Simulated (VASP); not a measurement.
# Al2Ru (I4/mmm) in VASP: settings compared

The runs below take Al2Ru through single point, with LDA, r2SCAN.

Everything below comes from runs of VASP 6.6.1. Logs are shortened: lines on timing, memory, paths and dates and some standing lists are left out, and cuts for length are marked.

## 1. The cell of the first run

The structure is tetragonal, space group I4/mmm (No. 139). The conventional cell has a = 3.150 Å, b = 3.150 Å, c = 8.474 Å, α = 90.00°, β = 90.00°, γ = 90.00°. Al (site symmetry 4mm) has 5 Ru at 2.60 to 2.89 Å and 9 Al at 2.70 to 3.15 Å within 3.4 Å. Ru (site symmetry 4/mmm) has 10 Al at 2.60 to 2.89 Å and 4 Ru at 3.15 Å within 3.4 Å.

## 2. Single point, LDA

INCAR reads:

```
SYSTEM = Al2Ru
PREC = Accurate ; ENCUT = 520
EDIFF = 1E-6 ; ISMEAR = 0
SIGMA = 0.1 ; LREAL = .FALSE.
LASPH = .TRUE. ; NELM = 60
ALGO = Fast ; ISIF = 2
LWAVE = .FALSE. ; LCHARG = .TRUE.
GGA = CA ; LELF = .TRUE.
LVHAR = .TRUE. ; NBANDS = 17
```

KPOINTS reads:

```
Automatic mesh
0
G
  18 18 18
  0 0 0
```

POSCAR reads:

```
Al2Ru
1.0
   -1.5748567099      1.5748567099      4.2372364874
    1.5748567099     -1.5748567099      4.2372364874
    1.5748567099      1.5748567099     -4.2372364874
Al Ru
2 1
Direct
    0.6593576066      0.6593576066      0.0000000000
    0.3406423934      0.3406423934      0.0000000000
    0.0000000000      0.0000000000      0.0000000000
```

Potentials or basis: VASP PAW LDA potentials, release 64 (Al, Ru_pv).

On the command line:

```console
cat potpaw_LDA.64/Al/POTCAR potpaw_LDA.64/Ru_pv/POTCAR > POTCAR
mpirun -np 1 vasp_std > vasp.out
```

OUTCAR:

```text
SYSTEM = Al2Ru
   PREC = Accurate
   ENCUT = 520
   EDIFF = 1E-6
   ISMEAR = 0
   LREAL = .FALSE.
   LASPH = .TRUE.
   NELM = 60
   ISIF = 2
   GGA = CA

 ion  position               nearest neighbor table
   1  0.659  0.659  0.000-   3 2.60   3 2.60   3 2.60   3 2.60   2 2.70   2 2.71   2 2.71   2 2.71
                             2 2.71   3 2.89
   2  0.341  0.341  0.000-   3 2.60   3 2.60   3 2.60   3 2.60   1 2.70   1 2.71   1 2.71   1 2.71
                             1 2.71   3 2.89
   3  0.000  0.000  0.000-   2 2.60   1 2.60   1 2.60   1 2.60   1 2.60   2 2.60   2 2.60   2 2.60
                             1 2.89   2 2.89

  LATTYP: Found a body centered tetragonal cell.
 ALAT       =     3.1497134198
 C/A-ratio  =     2.6905536617

  Lattice vectors:

 A1 = (  -1.5748567099,   1.5748567099,   4.2372364874)
 A2 = (   1.5748567099,  -1.5748567099,   4.2372364874)
 A3 = (   1.5748567099,   1.5748567099,  -4.2372364874)

Analysis of symmetry for initial positions (statically):
=====================================================================
 Subroutine PRICEL returns:
 Original cell was already a primitive cell.

 Routine SETGRP: Setting up the symmetry group for a
 body centered tetragonal supercell.

 Subroutine GETGRP returns: Found 16 space group operations
 (whereof 16 operations were pure point group operations)
 out of a pool of 16 trial point group operations.

The static configuration has the point symmetry D_4h.

Analysis of symmetry for dynamics (positions and initial velocities):
=====================================================================
 Subroutine PRICEL returns:
 Original cell was already a primitive cell.

 Routine SETGRP: Setting up the symmetry group for a
 body centered tetragonal supercell.

 Subroutine GETGRP returns: Found 16 space group operations
 (whereof 16 operations were pure point group operations)
 out of a pool of 16 trial point group operations.

The dynamic configuration has the point symmetry D_4h.

 Subroutine INISYM returns: Found 16 space group operations
 (whereof 16 operations are pure point group operations),
 and found     1 'primitive' translations

----------------------------------------------------------------------------------------

                                     Primitive cell

  volume of cell :      42.0363

  direct lattice vectors                    reciprocal lattice vectors
    -1.574856710  1.574856710  4.237236487     0.000000000  0.317489202  0.118001438
     1.574856710 -1.574856710  4.237236487     0.317489202  0.000000000  0.118001438
     1.574856710  1.574856710 -4.237236487     0.317489202  0.317489202  0.000000000

  length of vectors
     4.786911359  4.786911359  4.786911359     0.338708920  0.338708920  0.448997535

  position of ions in fractional coordinates (direct lattice)
     0.659357607  0.659357607  0.000000000
     0.340642393  0.340642393  0.000000000
     0.000000000  0.000000000  0.000000000

  ion indices of the primitive-cell ions
   primitive index   ion index
                 1           1
                 2           2
                 3           3

----------------------------------------------------------------------------------------

 KPOINTS: Automatic mesh

Automatic generation of k-mesh.
 Grid dimensions read from file:
 generate k-points for:   18   18   18

 Generating k-lattice:

  Cartesian coordinates                     Fractional coordinates (reciprocal lattice)
     0.000000000  0.017638289  0.006555635     0.055555556  0.000000000 -0.000000000
     0.017638289  0.000000000  0.006555635     0.000000000  0.055555556 -0.000000000
     0.017638289  0.017638289  0.000000000     0.000000000  0.000000000  0.055555556

  Length of vectors
     0.018817162  0.018817162  0.024944308

  Shift w.r.t. Gamma in fractional coordinates (k-lattice)
     0.000000000  0.000000000  0.000000000

 Subroutine IBZKPT returns following result:
 ===========================================

 Found    480 irreducible k-points:

 Following reciprocal coordinates:
            Coordinates               Weight
  0.000000  0.000000  0.000000      1.000000
  0.055556  0.000000 -0.000000      8.000000
  0.111111  0.000000 -0.000000      8.000000
  0.166667  0.000000  0.000000      8.000000
  0.222222  0.000000  0.000000      8.000000
  0.277778 -0.000000  0.000000      8.000000
[... 16 lines left out ...]
 -0.277778  0.055556 -0.000000     16.000000
 -0.222222  0.055556  0.000000     16.000000
 [... further k-points ...]
   k-points           NKPTS =    480   k-points in BZ     NKDIM =    480   number of bands    NBANDS=     17
   number of dos      NEDOS =    301   number of ions     NIONS =      3
   total plane-waves  NPLWV =  46656
   dimension x,y,z NGX =    36 NGY =   36 NGZ =   36
   dimension x,y,z NGXF=    72 NGYF=   72 NGZF=   72
   ions per type =               2   1
   NGX,Y,Z   is equivalent  to a cutoff of  12.50, 12.50, 12.50 a.u.
   NGXF,Y,Z  is equivalent  to a cutoff of  25.01, 25.01, 25.01 a.u.
 SYSTEM =  Al2Ru
   PREC   = accura    normal or accurate (medium, high low for compatibility)
   ISTART =      0    job   : 0-new  1-cont  2-samecut
   ICHARG =      2    charge: 1-file 2-atom 10-const
   ISPIN  =      1    spin polarized calculation?
   LNONCOLLINEAR =      F non collinear calculations
   LSORBIT =      F    spin-orbit coupling
   LASPH  =      T    aspherical Exc in radial PAW
   ENCUT  =  520.0 eV  38.22 Ry    6.18 a.u.   8.90  8.90  8.90*2*pi/ulx,y,z
   NELM   =     60;   NELMIN=  2; NELMDL= -5     # of ELM steps
   EDIFF  = 0.1E-05   stopping-criterion for ELM
   LREAL  =      F    real-space projection
   EDIFFG = 0.1E-04   stopping-criterion for IOM
   NSW    =      0    number of steps for IOM
   IBRION =     -1    ionic relax: 0-MD 1-quasi-New 2-CG
   NFREE  =      0    steps in history (QN), initial steepest desc. (CG)
   ISIF   =      2    stress and relaxation
   ISYM   =      2    0-nonsym 1-usesym 2-fastsym
   POTIM  = 0.5000    time-step for ionic-motion
   TEBEG  =    0.0;   TEEND  =   0.0 temperature during run
   PSTRESS=    0.0 pullay stress
   NELECT =      20.0000    total number of electrons
   NUPDOWN=      -1.0000    fix difference up-down
   EMIN   =  10.00;   EMAX   =-10.00  energy-range for DOS
   EFERMI =   0.00;   METHOD = LEGACY
   ISMEAR =     0;   SIGMA  =   0.10  broadening in eV -4-tet -1-fermi 0-gaus
   EFERMI_NEDOS =   21; number of points for ismear=-14 and -15
   IALGO  =     68    algorithm
   IMIX   =      4    mixing-type and parameters
     AMIX     =   0.40;   BMIX     =  1.00
     AMIX_MAG =   1.60;   BMIX_MAG =  1.00
  volume/ion in A,a.u.               =      14.01        94.56
  Fermi-wavevector in a.u.,A,eV,Ry     =   1.278036  2.415139 22.223445  1.633377
  Thomas-Fermi vector in A             =   2.410602
   LORBIT       =      0    0 simple, 1 ext, 2 COOP (PROOUT), +10 PAW based schemes
   GGA     = CA    functional components
   LHFCALC =     F    Hartree Fock is set to
   AEXX    =    0.0000 exact exchange contribution
   IVDW    =     0    specifies the selected vdW correction
   LEPSILON=     F    determine dielectric tensor
   LRPA    =     F    only Hartree local field effects (RPA)
 non-spin polarized calculation
 RMM-DIIS sequential band-by-band and
 Gauss-broadening in eV      SIGMA  =   0.10
  energy-cutoff  :      520.00
  volume of cell :       42.04
 maximum number of plane-waves:      1156
   NGX = 17   NGY = 17   NGZ = 17

 number of electron      19.9999998 magnetization

 Free energy of the ion-electron system (eV)
  ---------------------------------------------------
  ext. energy  EPLUGINS =         0.00000000
  ---------------------------------------------------
  free energy    TOTEN  =       -21.05863276 eV

  energy without entropy =      -21.05702208  energy(sigma->0) =      -21.05782742

 E-fermi :  10.1078     XC(G=0): -12.0195

 val. band max:       10.0971636663   @ k =   0.5000   0.5000   0.1667
 cond. band min:      10.1284826172   @ k =   0.5000   0.5000   0.1111
 fundamental gap:      0.0313189509
 Fermi energy:        10.1078489730

 k-point     1 :       0.0000    0.0000    0.0000
  band No.  band energies     occupation
      1     -32.3013      2.00000
      2     -32.3013      2.00000
      3     -32.2163      2.00000
      4      -0.6316      2.00000
      5       4.8363      2.00000
      6       6.4001      2.00000
[... 9 lines left out ...]
     16      16.1716      0.00000
     17      17.5277      0.00000

 k-point     2 :       0.0556    0.0000   -0.0000
  band No.  band energies     occupation
      1     -32.3050      2.00000
      2     -32.3010      2.00000
      3     -32.2159      2.00000
      4      -0.5748      2.00000
      5       4.8612      2.00000
      6       6.4198      2.00000
[... 9 lines left out ...]
     16      16.4596      0.00000
     17      18.0836      0.00000

 k-point     3 :       0.1111    0.0000   -0.0000
  band No.  band energies     occupation
      1     -32.3156      2.00000
      2     -32.3001      2.00000
      3     -32.2149      2.00000
      4      -0.4054      2.00000
      5       4.9313      2.00000
      6       6.4723      2.00000
[... 9 lines left out ...]
     16      16.9574      0.00000
     17      19.1952      0.00000

 k-point     4 :       0.1667    0.0000    0.0000
  band No.  band energies     occupation
      1     -32.3319      2.00000
      2     -32.2987      2.00000
      3     -32.2134      2.00000
      4      -0.1265      2.00000
      5       5.0298      2.00000
      6       6.5241      2.00000
[... 9 lines left out ...]
     16      17.6125      0.00000
     17      20.4281      0.00000
[... 343 lines left out ...]
      1     -32.3922      2.00000
      2     -32.2970      2.00000
      3     -32.2072      2.00000
      4       1.2804      2.00000
      5       5.0962      2.00000
      6       6.0998      2.00000
[... 9 lines left out ...]
     16      19.1799      0.00000
     17      20.6142      0.00000

 k-point    23 :      -0.2778    0.0556   -0.0000
  band No.  band energies     occupation
      1     -32.3724      2.00000
      2     -32.2987      2.00000
      3     -32.2091      2.00000
      4       0.7254      2.00000
      5       5.3102      2.00000
      6       6.1921      2.00000
[... 9 lines left out ...]
     16      18.6387      0.00000
     17      20.3189      0.00000

 k-point    24 :      -0.2222    0.0556    0.0000
  band No.  band energies     occupation
      1     -32.3514      2.00000
      2     -32.3006      2.00000
      3     -32.2111      2.00000
      4       0.2581      2.00000
      5       5.2925      2.00000
      6       6.4310      2.00000
[... 9 lines left out ...]
     16      18.1460      0.00000
     17      20.9483      0.00000

 [... further k-points ...]
[... 5 lines left out ...]
  --------------------------------------------------------------------------------------
  -------------------------------------------------------------------------------------
  Total       -2.0453166     -2.0453166     -2.1230244      0.0000000      0.0000000      0.0000000
  in kB      -77.9554230    -77.9554230    -80.9171864      0.0000000      0.0000000      0.0000000
  external PRESSURE =     -78.9426775 kB  Pullay stress =       0.0000000 kB

 VOLUME and BASIS-vectors are now :
 -----------------------------------------------------------------------------
  energy-cutoff  :      520.00
  volume of cell :       42.04
      direct lattice vectors                 reciprocal lattice vectors
    -1.574856710  1.574856710  4.237236487     0.000000000  0.317489202  0.118001438
     1.574856710 -1.574856710  4.237236487     0.317489202  0.000000000  0.118001438
     1.574856710  1.574856710 -4.237236487     0.317489202  0.317489202  0.000000000

 POSITION                                       TOTAL-FORCE (eV/Angst)
 -----------------------------------------------------------------------------------
      0.00000      0.00000      5.58771         0.000000      0.000000     -0.167080
      0.00000      0.00000      2.88676        -0.000000     -0.000000      0.167080
      0.00000      0.00000      0.00000         0.000000      0.000000      0.000000
 -----------------------------------------------------------------------------------
    total drift:                               -0.000000      0.000000      0.000000

  FREE ENERGIE OF THE ION-ELECTRON SYSTEM (eV)
  ---------------------------------------------------
  free  energy   TOTEN  =       -21.0586327581 eV

  energy  without entropy=      -21.0570220839  energy(sigma->0) =      -21.05782742
```

It took 16 min on 1 thread of Oxide Virtual Turin-like, shared host; peak memory 0.4 GiB.

Results:

```
Free energy            : -21.0586 eV
Pressure               : -7.9 GPa
Largest force          : 0.167 eV/Å
Band gap on the k mesh : zero (bands 10 and 11 overlap by 0.21 eV)
```

Forces in eV/Å, atoms in the order of the input:
```
Al   0.000  0.000 -0.167
Al   0.000  0.000  0.167
Ru   0.000  0.000  0.000
```

Levels at points of the mesh, in eV from the Fermi level:
| k point | band 8 | band 9 | band 10 | band 11 | band 12 | band 13 |
| --- | --- | --- | --- | --- | --- | --- |
| (0.00, 0.00, 0.00) | -1.95 | -1.91 | -0.95 | 2.36 | 4.76 | 5.96 |
| (0.50, 0.00, 0.00) | -2.65 | -2.49 | -1.39 | 0.52 | 2.96 | 5.14 |
| (0.50, 0.50, 0.00) | -3.03 | -1.34 | -0.30 | 0.21 | 1.72 | 2.03 |
| (0.50, 0.50, 0.50) | -1.52 | -1.52 | -0.92 | 3.02 | 3.02 | 6.33 |

Caveat: the cell stands under tension.

## 3. Single point, r2SCAN

POSCAR is that of step 2.

INCAR.step1 reads:

```
SYSTEM = Al2Ru
ALGO = Normal ; EDIFF = 1E-4
ENCUT = 520 ; GGA = PE
ISMEAR = 0 ; LASPH = .True.
LCHARG = .False. ; LREAL = .False.
LWAVE = .True. ; NBANDS = 17
NELM = 80 ; PREC = Accurate
SIGMA = 0.1
```

INCAR.step2 reads:

```
SYSTEM = Al2Ru
ALGO = Normal ; EDIFF = 1E-6
ENCUT = 520 ; ISIF = 2
ISMEAR = 0 ; ISTART = 1
LASPH = .True. ; LCHARG = .False.
LMIXTAU = .True. ; LREAL = .False.
LWAVE = .False. ; METAGGA = R2SCAN
NBANDS = 17 ; NELM = 80
PREC = Accurate ; SIGMA = 0.1
```

KPOINTS reads:

```
k-points
0
Gamma
  18 18 18
  0 0 0
```

Potentials or basis: VASP PAW PBE potentials, release 64 (Al, Ru_pv).

On the command line:

```console
cat potpaw_PBE.64/Al/POTCAR potpaw_PBE.64/Ru_pv/POTCAR > POTCAR
cp INCAR.step1 INCAR
mpirun -np 1 vasp_std > vasp.out
cp INCAR.step2 INCAR
mpirun -np 1 vasp_std > vasp.out
```

OUTCAR:

```text
SYSTEM = Al2Ru
   EDIFF = 1E-6
   ENCUT = 520
   ISIF = 2
   ISMEAR = 0
   ISTART = 1
   LASPH = .True.
   LREAL = .False.
   METAGGA = R2SCAN
   NELM = 80
   PREC = Accurate

 ion  position               nearest neighbor table
   1  0.659  0.659  0.000-   3 2.60   3 2.60   3 2.60   3 2.60   2 2.70   2 2.71   2 2.71   2 2.71
                             2 2.71   3 2.89
   2  0.341  0.341  0.000-   3 2.60   3 2.60   3 2.60   3 2.60   1 2.70   1 2.71   1 2.71   1 2.71
                             1 2.71   3 2.89
[... 673 lines left out ...]
     16      18.8364      0.00000
     17      19.6176      0.00000

 [... further k-points ...]
[... 5 lines left out ...]
  --------------------------------------------------------------------------------------
  -------------------------------------------------------------------------------------
  Total       -1.0963044     -1.0963044     -0.9114614      0.0000000      0.0000000      0.0000000
  in kB      -41.7846685    -41.7846685    -34.7395408      0.0000000      0.0000000      0.0000000
  external PRESSURE =     -39.4362926 kB  Pullay stress =       0.0000000 kB

 VOLUME and BASIS-vectors are now :
 -----------------------------------------------------------------------------
  energy-cutoff  :      520.00
  volume of cell :       42.04
      direct lattice vectors                 reciprocal lattice vectors
    -1.574856710  1.574856710  4.237236487     0.000000000  0.317489202  0.118001438
     1.574856710 -1.574856710  4.237236487     0.317489202  0.000000000  0.118001438
     1.574856710  1.574856710 -4.237236487     0.317489202  0.317489202  0.000000000

 POSITION                                       TOTAL-FORCE (eV/Angst)
 -----------------------------------------------------------------------------------
      0.00000      0.00000      5.58771         0.000000      0.000000     -0.050931
      0.00000      0.00000      2.88676        -0.000000     -0.000000      0.050931
      0.00000      0.00000      0.00000        -0.000000     -0.000000     -0.000000
 -----------------------------------------------------------------------------------
    total drift:                               -0.000000      0.000000      0.000000

  FREE ENERGIE OF THE ION-ELECTRON SYSTEM (eV)
  ---------------------------------------------------
  free  energy   TOTEN  =       -41.1628350218 eV

  energy  without entropy=      -41.1622653709  energy(sigma->0) =      -41.16255020
```

OUTCAR.step1:

```text
SYSTEM = Al2Ru
   EDIFF = 1E-4
   ENCUT = 520
   GGA = PE
   ISMEAR = 0
[... 709 lines left out ...]
      0.00000      0.00000      5.58771        -0.000000     -0.000000      0.003808
      0.00000      0.00000      2.88676         0.000000      0.000000     -0.003808
      0.00000      0.00000      0.00000         0.000000      0.000000      0.000000
 -----------------------------------------------------------------------------------
    total drift:                               -0.000000      0.000000      0.000000

  FREE ENERGIE OF THE ION-ELECTRON SYSTEM (eV)
  ---------------------------------------------------
  free  energy   TOTEN  =       -18.7149017774 eV

  energy  without entropy=      -18.7135209827  energy(sigma->0) =      -18.71421138
```

OSZICAR.step1:

```text
N       E                     dE             d eps       ncg     rms          rms(c)
DAV:   1     0.117638933160E+03    0.11764E+03   -0.10629E+04 16872   0.109E+03
DAV:   2    -0.171654432925E+02   -0.13480E+03   -0.13077E+03 18933   0.281E+02
DAV:   3    -0.195470054069E+02   -0.23816E+01   -0.23679E+01 20095   0.382E+01
DAV:   4    -0.195681314766E+02   -0.21126E-01   -0.21118E-01 19818   0.369E+00
DAV:   5    -0.195686177995E+02   -0.48632E-03   -0.48630E-03 20959   0.503E-01    0.122E+01
DAV:   6    -0.190832005097E+02    0.48542E+00   -0.62781E+00 17170   0.209E+01    0.387E+00
DAV:   7    -0.187707027636E+02    0.31250E+00   -0.16706E+00 17054   0.105E+01    0.270E+00
DAV:   8    -0.187183231881E+02    0.52380E-01   -0.11508E-01 18215   0.310E+00    0.554E-01
DAV:   9    -0.187150600126E+02    0.32632E-02   -0.46220E-03 20311   0.429E-01    0.238E-01
DAV:  10    -0.187149427004E+02    0.11731E-03   -0.98408E-04 18362   0.271E-01    0.691E-02
DAV:  11    -0.187149017774E+02    0.40923E-04   -0.29666E-04 15278   0.155E-01
   1 F= -.18714902E+02 E0= -.18714211E+02  d E =-.138079E-02
```

Run time: 58 min. Hardware: 1 thread of Oxide Virtual Turin-like, shared host; peak memory 0.44 GiB.

What came out:

```yaml
Free_energy: -41.1628 eV
Pressure: -3.9 GPa
Largest_force: 0.051 eV/Å
Band_gap_on_the_k_mesh: zero (bands 10 and 11 overlap by 0.06 eV)
```

Forces in eV/Å, atoms in the order of the input:
```
Al   0.000  0.000 -0.051
Al   0.000  0.000  0.051
Ru   0.000  0.000  0.000
```

Stress tensor (GPa, compression positive):
```
-4.18  0.00  0.00
 0.00 -4.18  0.00
 0.00  0.00 -3.47
```

Caveat: the cell stands under tension; the PAW data sets were made with another functional, which shifts forces and pressure a little.

The gap in the log of VASP goes by the Fermi energy; the results here count the filled bands.